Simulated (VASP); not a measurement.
TaAl3, 4 atoms in the cell. Symmetry: I4/mmm, No. 139, tetragonal system. The conventional cell has a = 3.758 Å, b = 3.758 Å, c = 8.332 Å, α = 90.00°, β = 90.00°, γ = 90.00°. Within 3.5 Å of Ta (site symmetry 4/mmm) lie 12 Al at 2.66 to 2.81 Å. Al (site symmetry 4/mmm) has 4 Ta at 2.66 Å and 8 Al at 2.81 Å within 3.5 Å. Al (site symmetry -4m2) has 8 Al at 2.66 to 2.81 Å and 4 Ta at 2.81 Å within 3.5 Å. 

```yaml
Program: VASP 6.6.1
Task: single point
Functional: r2SCAN
Potentials_or_basis: VASP PAW PBE potentials, release 64 (Ta_pv, Al)
Cutoff: 520 eV
k_mesh: 11 × 11 × 11
Occupations: fermi-dirac, width 0.1 eV
Spin: no spin polarisation
Dipole_correction: no
Further_INCAR_settings: ALGO = Normal; EDIFF = 1e-06; NBANDS = 18
```

Potentials or basis: VASP PAW PBE potentials, release 64 (Ta_pv, Al).

The run is started by

```sh
$ cat potpaw_PBE.64/Ta_pv/POTCAR potpaw_PBE.64/Al/POTCAR > POTCAR
$ cp INCAR.step1 INCAR
$ mpirun -np 1 vasp_std > vasp.out
$ cp INCAR.step2 INCAR
$ mpirun -np 1 vasp_std > vasp.out
```

Hardware: 1 thread of Intel(R) Xeon(R) 6975P-C (Granite Rapids) (shared host).

Estimate the wall time of this run.

It took 5.4 min on 1 thread of Intel(R) Xeon(R) 6975P-C (Granite Rapids) (shared host), peak memory 0.35 GiB. Counts: k points 126.
